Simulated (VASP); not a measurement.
Set up this calculation in VASP 6.6.1, as the native input.

```
Task                   : single point
Functional             : r2SCAN
Potentials or basis    : VASP PAW PBE potentials, release 64 (Ge_d)
Cutoff                 : 520 eV
k mesh                 : 8 × 8 × 8
Occupations            : fermi-dirac, width 0.02 eV
Spin                   : non-collinear spin, zero start, spin-orbit coupling
Starting moments       : [[0.0, 0.0, 0.0], [0.0, 0.0, 0.0]] μB
Dipole correction      : no
Further INCAR settings : ALGO = Normal; EDIFF = 1e-06; NBANDS = 40
```

Ge:

```
CELL_PARAMETERS angstrom
-0.10269 2.84766 2.84766
2.84766 -0.10269 2.84766
2.84766 2.84766 -0.10269
ATOMIC_POSITIONS crystal
Ge 0.99766 0.99766 0.99766
Ge 0.25234 0.25234 0.25234
```

This cell differs from its parent crystal: epitaxial 111 strain +4.0%.

The input as run:

POSCAR

```
Ge
1.0
   -0.1026928930      2.8476555596      2.8476555596
    2.8476555596     -0.1026928930      2.8476555596
    2.8476555596      2.8476555596     -0.1026928930
Ge
2
Direct
   -0.0023425977     -0.0023425977     -0.0023425977
    0.2523425977      0.2523425977      0.2523425977
```

INCAR.step1

```
SYSTEM = Ge
PREC = Accurate
ENCUT = 520
ISMEAR = -1
SIGMA = 0.02
LREAL = .False.
LASPH = .True.
NELM = 150
LNONCOLLINEAR = .True.
MAGMOM = 0 0 0 0 0 0
LSORBIT = .True.
GGA_COMPAT = .False.
NBANDS = 40
GGA = PE
ALGO = Normal
EDIFF = 1E-4
LWAVE = .True.
LCHARG = .False.
```

INCAR.step2

```
SYSTEM = Ge
PREC = Accurate
ENCUT = 520
EDIFF = 1E-6
ISMEAR = -1
SIGMA = 0.02
LREAL = .False.
LASPH = .True.
NELM = 150
ALGO = Normal
ISIF = 2
LWAVE = .False.
LCHARG = .False.
LNONCOLLINEAR = .True.
MAGMOM = 0 0 0 0 0 0
LORBIT = 11
LSORBIT = .True.
GGA_COMPAT = .False.
LORBMOM = .True.
METAGGA = R2SCAN
LMIXTAU = .True.
NBANDS = 40
ISTART = 1
```

KPOINTS

```
Automatic mesh
0
Gamma
  8 8 8
  0 0 0
```

Potentials or basis: VASP PAW PBE potentials, release 64 (Ge_d).

Launch:

```bash
$ cat potpaw_PBE.64/Ge_d/POTCAR > POTCAR
$ cp INCAR.step1 INCAR
$ mpirun -np 1 vasp_ncl > vasp.out
$ cp INCAR.step2 INCAR
$ mpirun -np 1 vasp_ncl > vasp.out
```

Results of the run:

The pressure is -3.6 GPa, the net moment is 0.00 μB per cell and the valence electrons inside the program's atomic spheres are Ge 12.34.

Caveat: the cell differs from its parent crystal (epitaxial 111 strain +4.0%); the cell stands under tension; the PAW data sets were made with another functional, which shifts forces and pressure a little.

Wall time 20 min on 1 thread of Intel(R) Xeon(R) Platinum 8488C (Sapphire Rapids), on a shared host, peak memory 0.42 GiB.
